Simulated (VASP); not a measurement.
# Si (P2_1/m) in VASP: single point with LDA

Aim: the single point of Si with LDA.

Program: VASP 6.6.1. These are calculated values, not measurements. Logs are shortened: lines on timing, memory, paths and dates and some standing lists are left out, and cuts for length are marked.

## (1) The cell of the first run

Symmetry: P2_1/m, No. 11, monoclinic system. Conventional cell: a = 2.651 Å, b = 4.542 Å, c = 2.651 Å, α = 90.00°, β = 120.00°, γ = 90.00°. Si (site symmetry m) has 12 Si at 2.65 to 2.77 Å within 3.5 Å.

## (2) Single point, LDA (atoms displaced along a vibrational mode)

INCAR

```
PREC = Accurate
ENCUT = 520
EDIFF = 1E-6
ISMEAR = 0
SIGMA = 0.15
LREAL = F
LASPH = T
NELM = 80
ALGO = Fast
ISIF = 2
LWAVE = F
LCHARG = F
GGA = CA
NBANDS = 11
```

KPOINTS

```
regular mesh
0
Gamma
  24 24 14
```

POSCAR

```
Si
1.0
    2.6510666862      0.0000000000      0.0000000000
   -1.3255333431      2.2958910974      0.0000000000
    0.0000000000      0.0000000000      4.5417424135
Si
2
Direct
    0.3455925497      0.6666666667      0.2500000000
    0.6544074503      0.3333333333      0.7500000000
```

Potentials or basis: VASP PAW LDA potentials, release 64 (Si).

On the command line:

```bash
$ cat potpaw_LDA.64/Si/POTCAR > POTCAR
$ mpirun -np 1 vasp_std > vasp.out
```

OUTCAR:

```text
PREC = Accurate
   ENCUT = 520
   EDIFF = 1E-6
   ISMEAR = 0
   LREAL = F
   LASPH = T
   NELM = 80
   ISIF = 2
   GGA = CA

 ion  position               nearest neighbor table
   1  0.346  0.667  0.250-   2 2.71   2 2.71   2 2.74   2 2.74   2 2.77   2 2.77
   2  0.654  0.333  0.750-   1 2.71   1 2.71   1 2.74   1 2.74   1 2.77   1 2.77

  LATTYP: Found a hexagonal cell.
 ALAT       =     2.6510666862
 C/A-ratio  =     1.7131754690

  Lattice vectors:

 A1 = (   2.6510666862,   0.0000000000,   0.0000000000)
 A2 = (  -1.3255333431,   2.2958910974,   0.0000000000)
 A3 = (   0.0000000000,   0.0000000000,   4.5417424135)

Analysis of symmetry for initial positions (statically):
=====================================================================
 Subroutine PRICEL returns:
 Original cell was already a primitive cell.

 Routine SETGRP: Setting up the symmetry group for a
 hexagonal supercell.

 Subroutine GETGRP returns: Found  4 space group operations
 (whereof  2 operations were pure point group operations)
 out of a pool of 24 trial point group operations.

The static configuration has the point symmetry S_2 .
 The point group associated with its full space group is C_2h.

Analysis of symmetry for dynamics (positions and initial velocities):
=====================================================================
 Subroutine PRICEL returns:
 Original cell was already a primitive cell.

 Routine SETGRP: Setting up the symmetry group for a
 hexagonal supercell.

 Subroutine GETGRP returns: Found  4 space group operations
 (whereof  2 operations were pure point group operations)
 out of a pool of 24 trial point group operations.

The dynamic configuration has the point symmetry S_2 .
 The point group associated with its full space group is C_2h.

 Subroutine INISYM returns: Found  4 space group operations
 (whereof  2 operations are pure point group operations),
 and found     1 'primitive' translations

----------------------------------------------------------------------------------------

                                     Primitive cell

  volume of cell :      27.6436

  direct lattice vectors                    reciprocal lattice vectors
     2.651066686  0.000000000  0.000000000     0.377206656  0.217780364  0.000000000
    -1.325533343  2.295891097  0.000000000     0.000000000  0.435560729  0.000000000
     0.000000000  0.000000000  4.541742413     0.000000000  0.000000000  0.220179814

  length of vectors
     2.651066686  2.651066686  4.541742413     0.435560729  0.435560729  0.220179814

  position of ions in fractional coordinates (direct lattice)
     0.345592550  0.666666667  0.250000000
     0.654407450  0.333333333  0.750000000

  ion indices of the primitive-cell ions
   primitive index   ion index
                 1           1
                 2           2

----------------------------------------------------------------------------------------

 KPOINTS: regular mesh

Automatic generation of k-mesh.
 Grid dimensions read from file:
 generate k-points for:   24   24   14

 Generating k-lattice:

  Cartesian coordinates                     Fractional coordinates (reciprocal lattice)
     0.015716944  0.009074182  0.000000000     0.041666667 -0.000000000  0.000000000
     0.000000000  0.018148364  0.000000000     0.000000000  0.041666667  0.000000000
     0.000000000  0.000000000  0.015727130     0.000000000  0.000000000  0.071428571

  Length of vectors
     0.018148364  0.018148364  0.015727130

  Shift w.r.t. Gamma in fractional coordinates (k-lattice)
     0.000000000  0.000000000  0.000000000

 Subroutine IBZKPT returns following result:
 ===========================================

 Found   2320 irreducible k-points:

 Following reciprocal coordinates:
            Coordinates               Weight
  0.000000  0.000000  0.000000      1.000000
  0.041667 -0.000000  0.000000      2.000000
  0.000000  0.041667  0.000000      2.000000
 -0.041667  0.041667  0.000000      2.000000
  0.083333 -0.000000  0.000000      2.000000
  0.000000  0.083333  0.000000      2.000000
[... 16 lines left out ...]
  0.333333 -0.000000  0.000000      2.000000
  0.000000  0.333333  0.000000      2.000000
 [... further k-points ...]
   k-points           NKPTS =   2320   k-points in BZ     NKDIM =   2320   number of bands    NBANDS=     11
   number of dos      NEDOS =    301   number of ions     NIONS =      2
   total plane-waves  NPLWV =  14400
   dimension x,y,z NGX =    20 NGY =   20 NGZ =   36
   dimension x,y,z NGXF=    40 NGYF=   40 NGZF=   72
   ions per type =               2
   NGX,Y,Z   is equivalent  to a cutoff of  12.54, 12.54, 13.18 a.u.
   NGXF,Y,Z  is equivalent  to a cutoff of  25.08, 25.08, 26.35 a.u.
 SYSTEM =  unknown system
   PREC   = accura    normal or accurate (medium, high low for compatibility)
   ISTART =      0    job   : 0-new  1-cont  2-samecut
   ICHARG =      2    charge: 1-file 2-atom 10-const
   ISPIN  =      1    spin polarized calculation?
   LNONCOLLINEAR =      F non collinear calculations
   LSORBIT =      F    spin-orbit coupling
   LASPH  =      T    aspherical Exc in radial PAW
   ENCUT  =  520.0 eV  38.22 Ry    6.18 a.u.   4.93  4.93  8.44*2*pi/ulx,y,z
   NELM   =     80;   NELMIN=  2; NELMDL= -5     # of ELM steps
   EDIFF  = 0.1E-05   stopping-criterion for ELM
   LREAL  =      F    real-space projection
   EDIFFG = 0.1E-04   stopping-criterion for IOM
   NSW    =      0    number of steps for IOM
   IBRION =     -1    ionic relax: 0-MD 1-quasi-New 2-CG
   NFREE  =      0    steps in history (QN), initial steepest desc. (CG)
   ISIF   =      2    stress and relaxation
   ISYM   =      2    0-nonsym 1-usesym 2-fastsym
   POTIM  = 0.5000    time-step for ionic-motion
   TEBEG  =    0.0;   TEEND  =   0.0 temperature during run
   PSTRESS=    0.0 pullay stress
   NELECT =       8.0000    total number of electrons
   NUPDOWN=      -1.0000    fix difference up-down
   EMIN   =  10.00;   EMAX   =-10.00  energy-range for DOS
   EFERMI =   0.00;   METHOD = LEGACY
   ISMEAR =     0;   SIGMA  =   0.15  broadening in eV -4-tet -1-fermi 0-gaus
   EFERMI_NEDOS =   21; number of points for ismear=-14 and -15
   IALGO  =     68    algorithm
   IMIX   =      4    mixing-type and parameters
     AMIX     =   0.40;   BMIX     =  1.00
     AMIX_MAG =   1.60;   BMIX_MAG =  1.00
  volume/ion in A,a.u.               =      13.82        93.27
  Fermi-wavevector in a.u.,A,eV,Ry     =   1.082863  2.046314 15.954074  1.172591
  Thomas-Fermi vector in A             =   2.218915
   LORBIT       =      0    0 simple, 1 ext, 2 COOP (PROOUT), +10 PAW based schemes
   GGA     = CA    functional components
   LHFCALC =     F    Hartree Fock is set to
   AEXX    =    0.0000 exact exchange contribution
   IVDW    =     0    specifies the selected vdW correction
   LEPSILON=     F    determine dielectric tensor
   LRPA    =     F    only Hartree local field effects (RPA)
 non-spin polarized calculation
 RMM-DIIS sequential band-by-band and
 Gauss-broadening in eV      SIGMA  =   0.15
  energy-cutoff  :      520.00
  volume of cell :       27.64
 maximum number of plane-waves:       771
   NGX =  9   NGY =  9   NGZ = 17

 number of electron       8.0000000 magnetization

 Free energy of the ion-electron system (eV)
  ---------------------------------------------------
  ext. energy  EPLUGINS =         0.00000000
  ---------------------------------------------------
  free energy    TOTEN  =       -11.08932493 eV

  energy without entropy =      -11.08101555  energy(sigma->0) =      -11.08517024

 E-fermi :  10.7455     XC(G=0): -11.4486

 val. band max:       10.7438514136   @ k =  -0.4167   0.2083   0.5000
 cond. band min:      10.7550699283   @ k =  -0.4583   0.5000   0.0000
 fundamental gap:      0.0112185147
 Fermi energy:        10.7454773184

 k-point     1 :       0.0000    0.0000    0.0000
  band No.  band energies     occupation
      1      -4.0800      2.00000
      2       2.3365      2.00000
      3       3.3482      2.00000
      4      19.8787      0.00000
      5      20.0522      0.00000
      6      21.1174      0.00000
      7      21.1417      0.00000
      8      21.3224      0.00000
      9      21.5681      0.00000
     10      24.2219      0.00000
     11      24.9344      0.00000

 k-point     2 :       0.0417   -0.0000    0.0000
  band No.  band energies     occupation
      1      -4.0323      2.00000
      2       2.3836      2.00000
      3       3.3933      2.00000
      4      19.1034      0.00000
      5      19.4448      0.00000
      6      20.9306      0.00000
      7      21.1415      0.00000
      8      21.7874      0.00000
      9      22.1169      0.00000
     10      23.8958      0.00000
     11      24.3713      0.00000

 k-point     3 :       0.0000    0.0417    0.0000
  band No.  band energies     occupation
      1      -4.0323      2.00000
      2       2.3836      2.00000
      3       3.3933      2.00000
      4      19.0776      0.00000
      5      19.5003      0.00000
      6      20.8883      0.00000
      7      21.1386      0.00000
      8      21.7170      0.00000
      9      22.1892      0.00000
     10      23.9714      0.00000
     11      24.3854      0.00000

 k-point     4 :      -0.0417    0.0417    0.0000
  band No.  band energies     occupation
      1      -4.0323      2.00000
      2       2.3836      2.00000
      3       3.3934      2.00000
      4      19.0714      0.00000
      5      19.5226      0.00000
      6      20.8702      0.00000
      7      21.1360      0.00000
      8      21.6788      0.00000
      9      22.2219      0.00000
     10      24.0556      0.00000
     11      24.3814      0.00000

 k-point     5 :       0.0833   -0.0000    0.0000
  band No.  band energies     occupation
      1      -3.8891      2.00000
      2       2.5246      2.00000
      3       3.5284      2.00000
      4      17.5214      0.00000
      5      18.6873      0.00000
      6      20.4923      0.00000
      7      21.1163      0.00000
      8      22.4238      0.00000
      9      22.5270      0.00000
     10      22.8638      0.00000
     11      23.9296      0.00000
[... 211 lines left out ...]
 k-point    21 :       0.0000    0.2917    0.0000
  band No.  band energies     occupation
      1      -1.7540      2.00000
      2       4.6141      2.00000
      3       5.5497      2.00000
      4       9.3041      2.00000
      5      15.1725      0.00000
      6      15.6878      0.00000
      7      16.3211      0.00000
      8      17.8661      0.00000
      9      20.5666      0.00000
     10      23.0852      0.00000
     11      23.3341      0.00000

 k-point    22 :      -0.2917    0.2917    0.0000
  band No.  band energies     occupation
      1      -1.7530      2.00000
      2       4.6138      2.00000
      3       5.5549      2.00000
      4       9.3061      2.00000
      5      15.1679      0.00000
      6      15.6904      0.00000
      7      16.2613      0.00000
      8      17.8589      0.00000
      9      20.5369      0.00000
     10      23.1816      0.00000
     11      23.3369      0.00000

 k-point    23 :       0.3333   -0.0000    0.0000
  band No.  band energies     occupation
      1      -1.0498      2.00000
      2       5.2953      2.00000
      3       6.2075      2.00000
      4       7.8365      2.00000
      5      13.7998      0.00000
      6      14.9910      0.00000
      7      15.3050      0.00000
      8      17.5392      0.00000
      9      20.2113      0.00000
     10      22.8835      0.00000
     11      23.1632      0.00000

 k-point    24 :       0.0000    0.3333    0.0000
  band No.  band energies     occupation
      1      -1.0481      2.00000
      2       5.2944      2.00000
      3       6.2167      2.00000
      4       7.8381      2.00000
      5      13.7957      0.00000
      6      14.9260      0.00000
      7      15.3183      0.00000
      8      17.4906      0.00000
      9      20.2368      0.00000
     10      22.9224      0.00000
     11      23.2157      0.00000

 [... further k-points ...]
[... 5 lines left out ...]
  --------------------------------------------------------------------------------------
  -------------------------------------------------------------------------------------
  Total        0.0291758      0.0243124     -0.0303182      0.0131837      0.0000000      0.0000000
  in kB        1.6909797      1.4091089     -1.7571925      0.7641030      0.0000000      0.0000000
  external PRESSURE =       0.4476320 kB  Pullay stress =       0.0000000 kB

 VOLUME and BASIS-vectors are now :
 -----------------------------------------------------------------------------
  energy-cutoff  :      520.00
  volume of cell :       27.64
      direct lattice vectors                 reciprocal lattice vectors
     2.651066686  0.000000000  0.000000000     0.377206656  0.217780364  0.000000000
    -1.325533343  2.295891097  0.000000000     0.000000000  0.435560729  0.000000000
     0.000000000  0.000000000  4.541742413     0.000000000  0.000000000  0.220179814

 POSITION                                       TOTAL-FORCE (eV/Angst)
 -----------------------------------------------------------------------------------
      0.03250      1.53059      1.13544         0.039553     -0.004754     -0.000000
      1.29303      0.76530      3.40631        -0.039553      0.004754      0.000000
 -----------------------------------------------------------------------------------
    total drift:                               -0.000000      0.000000     -0.000000

  FREE ENERGIE OF THE ION-ELECTRON SYSTEM (eV)
  ---------------------------------------------------
  free  energy   TOTEN  =       -11.0893249334 eV

  energy  without entropy=      -11.0810155488  energy(sigma->0) =      -11.08517024
```

It took 11 min on 1 thread of Oxide Virtual Turin-like, shared host; peak memory 0.56 GiB.

Results:

```yaml
Free_energy: -11.0893 eV
Pressure: 0.0 GPa
Largest_force: 0.040 eV/Å
Band_gap_on_the_k_mesh: zero (bands 4 and 5 overlap by 12.91 eV)
```

Forces in eV/Å, atoms in the order of the input:
```
Si   0.040 -0.005  0.000
Si  -0.040  0.005  0.000
```

Stress tensor (GPa, compression positive):
```
 0.17  0.08  0.00
 0.08  0.14  0.00
 0.00  0.00 -0.18
```

Levels at points of the mesh, in eV from the Fermi level:
```
           k point  band 1  band 2  band 3  band 4  band 5  band 6  band 7  band 8  band 9
(0.00, 0.00, 0.00)  -14.83   -8.41   -7.40    9.13    9.31   10.37   10.40   10.58   10.82
(0.50, 0.00, 0.00)   -8.36   -7.75   -2.07   -1.73   -1.54    0.09    3.90    6.11    8.87
(0.00, 0.50, 0.00)   -8.32   -7.79   -2.04   -1.62   -1.57   -0.07    3.92    6.06    8.90
(0.50, 0.50, 0.00)   -8.28   -7.83   -2.00   -1.61   -1.51   -0.22    3.92    6.06    8.87
(0.00, 0.00, 0.50)  -13.08  -13.08    0.40    0.40   10.47   10.47   10.60   10.60   12.14
(0.50, 0.00, 0.50)   -6.68   -6.68   -6.05   -6.05    5.38    5.38    5.76    5.76    6.82
(0.00, 0.50, 0.50)   -6.65   -6.65   -6.08   -6.08    5.36    5.36    5.74    5.74    6.80
(0.50, 0.50, 0.50)   -6.62   -6.62   -6.11   -6.11    5.39    5.39    5.64    5.64    6.80
```

Caveat: the cell differs from its parent crystal (atoms displaced along a vibrational mode).
